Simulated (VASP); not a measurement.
# Re (P6_3/mmc) in VASP: notebook

The runs below take Re through single point, with RPBE+D4, PBE.

All numbers are computed with VASP 6.6.1; they aren't measurements. Logs are shortened: lines on timing, memory, paths and dates and some standing lists are left out, and cuts for length are marked.

## Step 1: The cell of the first run

The structure is hexagonal, space group P6_3/mmc (No. 194). Conventional cell: a = 2.742 Å, b = 2.742 Å, c = 4.428 Å, α = 90.00°, β = 90.00°, γ = 120.00°. Re (site symmetry -6m2) has 12 Re at 2.72 to 2.74 Å within 3.6 Å.

## Step 2: Single point, RPBE+D4

Contents of INCAR:

```
ALGO = Fast
EDIFF = 1E-7
ENCUT = 520
GGA = RP
ISIF = 2
ISMEAR = -1
IVDW = 13
LASPH = T
LCHARG = T
LELF = T
LREAL = F
LVHAR = T
LWAVE = F
NBANDS = 14
NELM = 100
PREC = Accurate
SIGMA = 0.05
```

Contents of KPOINTS:

```
k-points
0
Gamma
  11 11 6
```

Contents of POSCAR:

```
Re
1.0
    2.7422705826      0.0000000000      0.0000000000
   -1.3711352913      2.3748759886      0.0000000000
    0.0000000000      0.0000000000      4.4282782931
Re
2
Direct
    0.6666666667      0.3333333333      0.7500000000
    0.3333333333      0.6666666667      0.2500000000
```

Potentials or basis: VASP PAW PBE potentials, release 64 (Re).

On the command line:

```console
$ cat potpaw_PBE.64/Re/POTCAR > POTCAR
$ mpirun -np 1 vasp_std > vasp.out
```

OUTCAR:

```text
EDIFF = 1E-7
   ENCUT = 520
   GGA = RP
   ISIF = 2
   ISMEAR = -1
   IVDW = 13
   LASPH = T
   LREAL = F
   NELM = 100
   PREC = Accurate

 ion  position               nearest neighbor table
   1  0.667  0.333  0.750-   2 2.72   2 2.72   2 2.72   2 2.72   2 2.72   2 2.72
   2  0.333  0.667  0.250-   1 2.72   1 2.72   1 2.72   1 2.72   1 2.72   1 2.72

  LATTYP: Found a hexagonal cell.
 ALAT       =     2.7422705826
 C/A-ratio  =     1.6148217908

  Lattice vectors:

 A1 = (   2.7422705826,   0.0000000000,   0.0000000000)
 A2 = (  -1.3711352913,   2.3748759886,   0.0000000000)
 A3 = (   0.0000000000,   0.0000000000,   4.4282782931)

Analysis of symmetry for initial positions (statically):
=====================================================================
 Subroutine PRICEL returns:
 Original cell was already a primitive cell.

 Routine SETGRP: Setting up the symmetry group for a
 hexagonal supercell.

 Subroutine GETGRP returns: Found 24 space group operations
 (whereof 12 operations were pure point group operations)
 out of a pool of 24 trial point group operations.

The static configuration has the point symmetry D_3d.
 The point group associated with its full space group is D_6h.

Analysis of symmetry for dynamics (positions and initial velocities):
=====================================================================
 Subroutine PRICEL returns:
 Original cell was already a primitive cell.

 Routine SETGRP: Setting up the symmetry group for a
 hexagonal supercell.

 Subroutine GETGRP returns: Found 24 space group operations
 (whereof 12 operations were pure point group operations)
 out of a pool of 24 trial point group operations.

The dynamic configuration has the point symmetry D_3d.
 The point group associated with its full space group is D_6h.

 Subroutine INISYM returns: Found 24 space group operations
 (whereof 12 operations are pure point group operations),
 and found     1 'primitive' translations

----------------------------------------------------------------------------------------

                                     Primitive cell

  volume of cell :      28.8394

  direct lattice vectors                    reciprocal lattice vectors
     2.742270583  0.000000000  0.000000000     0.364661316  0.210537309  0.000000000
    -1.371135291  2.374875989  0.000000000     0.000000000  0.421074618  0.000000000
     0.000000000  0.000000000  4.428278293     0.000000000  0.000000000  0.225821399

  length of vectors
     2.742270583  2.742270583  4.428278293     0.421074618  0.421074618  0.225821399

  position of ions in fractional coordinates (direct lattice)
     0.666666667  0.333333333  0.750000000
     0.333333333  0.666666667  0.250000000

  ion indices of the primitive-cell ions
   primitive index   ion index
                 1           1
                 2           2

----------------------------------------------------------------------------------------

 KPOINTS: k-points

Automatic generation of k-mesh.
 Grid dimensions read from file:
 generate k-points for:   11   11    6

 Generating k-lattice:

  Cartesian coordinates                     Fractional coordinates (reciprocal lattice)
     0.033151029  0.019139755  0.000000000     0.090909091  0.000000000  0.000000000
     0.000000000  0.038279511  0.000000000     0.000000000  0.090909091  0.000000000
     0.000000000  0.000000000  0.037636900     0.000000000  0.000000000  0.166666667

  Length of vectors
     0.038279511  0.038279511  0.037636900

  Shift w.r.t. Gamma in fractional coordinates (k-lattice)
     0.000000000  0.000000000  0.000000000

 Subroutine IBZKPT returns following result:
 ===========================================

 Found     64 irreducible k-points:

 Following reciprocal coordinates:
            Coordinates               Weight
  0.000000  0.000000  0.000000      1.000000
  0.090909  0.000000  0.000000      6.000000
  0.181818  0.000000  0.000000      6.000000
  0.272727  0.000000  0.000000      6.000000
  0.363636  0.000000  0.000000      6.000000
  0.454545  0.000000  0.000000      6.000000
[... 16 lines left out ...]
  0.090909  0.090909  0.166667     12.000000
  0.181818  0.090909  0.166667     24.000000
 [... further k-points ...]
   k-points           NKPTS =     64   k-points in BZ     NKDIM =     64   number of bands    NBANDS=     14
   number of dos      NEDOS =    301   number of ions     NIONS =      2
   total plane-waves  NPLWV =  14400
   dimension x,y,z NGX =    20 NGY =   20 NGZ =   36
   dimension x,y,z NGXF=    40 NGYF=   40 NGZF=   72
   ions per type =               2
   NGX,Y,Z   is equivalent  to a cutoff of  12.12, 12.12, 13.52 a.u.
   NGXF,Y,Z  is equivalent  to a cutoff of  24.25, 24.25, 27.03 a.u.
 SYSTEM =  unknown system
   PREC   = accura    normal or accurate (medium, high low for compatibility)
   ISTART =      0    job   : 0-new  1-cont  2-samecut
   ICHARG =      2    charge: 1-file 2-atom 10-const
   ISPIN  =      1    spin polarized calculation?
   LNONCOLLINEAR =      F non collinear calculations
   LSORBIT =      F    spin-orbit coupling
   LASPH  =      T    aspherical Exc in radial PAW
   ENCUT  =  520.0 eV  38.22 Ry    6.18 a.u.   5.10  5.10  8.23*2*pi/ulx,y,z
   NELM   =    100;   NELMIN=  2; NELMDL= -5     # of ELM steps
   EDIFF  = 0.1E-06   stopping-criterion for ELM
   LREAL  =      F    real-space projection
   EDIFFG = 0.1E-05   stopping-criterion for IOM
   NSW    =      0    number of steps for IOM
   IBRION =     -1    ionic relax: 0-MD 1-quasi-New 2-CG
   NFREE  =      0    steps in history (QN), initial steepest desc. (CG)
   ISIF   =      2    stress and relaxation
   ISYM   =      2    0-nonsym 1-usesym 2-fastsym
   POTIM  = 0.5000    time-step for ionic-motion
   TEBEG  =    0.0;   TEEND  =   0.0 temperature during run
   PSTRESS=    0.0 pullay stress
   NELECT =      14.0000    total number of electrons
   NUPDOWN=      -1.0000    fix difference up-down
   EMIN   =  10.00;   EMAX   =-10.00  energy-range for DOS
   EFERMI =   0.00;   METHOD = LEGACY
   ISMEAR =    -1;   SIGMA  =   0.05  broadening in eV -4-tet -1-fermi 0-gaus
   EFERMI_NEDOS =   21; number of points for ismear=-14 and -15
   IALGO  =     68    algorithm
   IMIX   =      4    mixing-type and parameters
     AMIX     =   0.40;   BMIX     =  1.00
     AMIX_MAG =   1.60;   BMIX_MAG =  1.00
  volume/ion in A,a.u.               =      14.42        97.31
  Fermi-wavevector in a.u.,A,eV,Ry     =   1.286635  2.431388 22.523498  1.655430
  Thomas-Fermi vector in A             =   2.418698
   LORBIT       =      0    0 simple, 1 ext, 2 COOP (PROOUT), +10 PAW based schemes
   GGA     = RP    functional components
   LHFCALC =     F    Hartree Fock is set to
   AEXX    =    0.0000 exact exchange contribution
   IVDW    =    13    specifies the selected vdW correction
   LEPSILON=     F    determine dielectric tensor
   LRPA    =     F    only Hartree local field effects (RPA)
 non-spin polarized calculation
 RMM-DIIS sequential band-by-band and
  energy-cutoff  :      520.00
  volume of cell :       28.84
 maximum number of plane-waves:       786
   NGX = 11   NGY = 11   NGZ = 17

 number of electron      14.0000001 magnetization

 Free energy of the ion-electron system (eV)
  ---------------------------------------------------
  ext. energy  EPLUGINS =         0.00000000
  ---------------------------------------------------
  free energy    TOTEN  =       -23.56833079 eV

  energy without entropy =      -23.55507178  energy(sigma->0) =      -23.56170128

 E-fermi :   8.2258     XC(G=0): -13.8170

 val. band max:        8.2022025549   @ k =   0.1818   0.0000   0.1667
 cond. band min:       8.2752096215   @ k =   0.3636   0.1818   0.3333
 fundamental gap:      0.0730070666
 Fermi energy:         8.2258101717

 k-point     1 :       0.0000    0.0000    0.0000
  band No.  band energies     occupation
      1      -1.7850      2.00000
      2       1.4467      2.00000
      3       6.5857      2.00000
      4       6.5857      2.00000
      5       6.5893      2.00000
      6       7.4501      2.00000
      7       7.4501      2.00000
      8       8.4069      0.05207
      9       8.4069      0.05207
     10       8.8580      0.00001
     11      11.6724      0.00000
     12      11.6724      0.00000
     13      18.5221      0.00000
     14      22.3449      0.00000

 k-point     2 :       0.0909    0.0000    0.0000
  band No.  band energies     occupation
      1      -1.4415      2.00000
      2       1.7662      2.00000
      3       5.9321      2.00000
      4       6.9033      2.00000
      5       7.0934      2.00000
      6       7.2583      2.00000
      7       7.5776      2.00000
      8       7.7503      1.99985
      9       8.1468      1.65831
     10       8.3579      0.13290
     11      11.8481      0.00000
     12      13.0193      0.00000
     13      18.5045      0.00000
     14      23.1058      0.00000

 k-point     3 :       0.1818    0.0000    0.0000
  band No.  band energies     occupation
      1      -0.4961      2.00000
      2       2.5188      2.00000
      3       5.2443      2.00000
      4       5.8919      2.00000
      5       6.6312      2.00000
      6       7.5706      2.00000
      7       7.8253      1.99934
      8       7.9212      1.99549
      9       7.9638      1.98946
     10       8.6144      0.00084
     11      12.1911      0.00000
     12      15.2712      0.00000
     13      18.2944      0.00000
     14      24.6844      0.00000
[... 324 lines left out ...]
 k-point    23 :       0.0909    0.0909    0.1667
  band No.  band energies     occupation
      1      -0.4903      2.00000
      2       2.3895      2.00000
      3       5.4174      2.00000
      4       5.6613      2.00000
      5       6.5988      2.00000
      6       7.1313      2.00000
      7       7.3594      2.00000
      8       7.9462      1.99257
      9       8.7072      0.00013
     10       8.7493      0.00006
     11      11.9525      0.00000
     12      13.7815      0.00000
     13      19.7759      0.00000
     14      23.8172      0.00000

 k-point    24 :       0.1818    0.0909    0.1667
  band No.  band energies     occupation
      1       0.5773      2.00000
      2       3.1859      2.00000
      3       4.5637      2.00000
      4       4.9071      2.00000
      5       6.2104      2.00000
      6       6.9214      2.00000
      7       7.5501      2.00000
      8       8.5188      0.00569
      9       9.2512      0.00000
     10       9.6562      0.00000
     11      12.0931      0.00000
     12      15.2330      0.00000
     13      19.6599      0.00000
     14      24.4037      0.00000

 [... further k-points ...]

------------------------ aborting loop because EDIFF is reached ----------------------------------------

  DFT-D4 for vdW energy calculation

  Edisp (eV):   -2.48832

  FORCE on cell =-STRESS in cart. coord.  units (eV):
  Direction    XX          YY          ZZ          XY          YZ          ZX
  --------------------------------------------------------------------------------------
  -------------------------------------------------------------------------------------
  Total       0.77654     0.77654     0.84011    -0.00000     0.00000    -0.00000
  in kB      43.14092    43.14092    46.67244    -0.00000     0.00000    -0.00000
  external pressure =       44.32 kB  Pullay stress =        0.00 kB

 VOLUME and BASIS-vectors are now :
 -----------------------------------------------------------------------------
  energy-cutoff  :      520.00
  volume of cell :       28.84
      direct lattice vectors                 reciprocal lattice vectors
     2.742270583  0.000000000  0.000000000     0.364661316  0.210537309  0.000000000
    -1.371135291  2.374875989  0.000000000     0.000000000  0.421074618  0.000000000
     0.000000000  0.000000000  4.428278293     0.000000000  0.000000000  0.225821399

 POSITION                                       TOTAL-FORCE (eV/Angst)
 -----------------------------------------------------------------------------------
      1.37114      0.79163      3.32121        -0.000000      0.000000      0.000000
     -0.00000      1.58325      1.10707         0.000000     -0.000000      0.000000
 -----------------------------------------------------------------------------------
    total drift:                               -0.000000      0.000000     -0.000000

  FREE ENERGIE OF THE ION-ELECTRON SYSTEM (eV)
  ---------------------------------------------------
  free  energy   TOTEN  =       -26.0566465802 eV

  energy  without entropy=      -26.0433875705  energy(sigma->0) =      -26.05001708
```

It took 53 s on 1 thread of Intel Xeon 8259CL, shared host; peak memory 0.15 GiB.

Results:

```yaml
Free_energy: -26.0566 eV
Pressure: 4.4 GPa
Band_gap_on_the_k_mesh: zero (bands 7 and 8 overlap by 3.16 eV)
Dispersion_energy_per_atom: -1.244 eV
```

Caveat: the cell stands under pressure; the dispersion term is far too large for a dense solid, which distorts pressure and volume; the PAW data sets were made with another functional, which shifts forces and pressure a little; spin-orbit coupling is left out, which moves the levels of the heavy elements.

(Part 1 of 2 ends here.)

The gap in the log of VASP goes by the Fermi energy; the results here count the filled bands.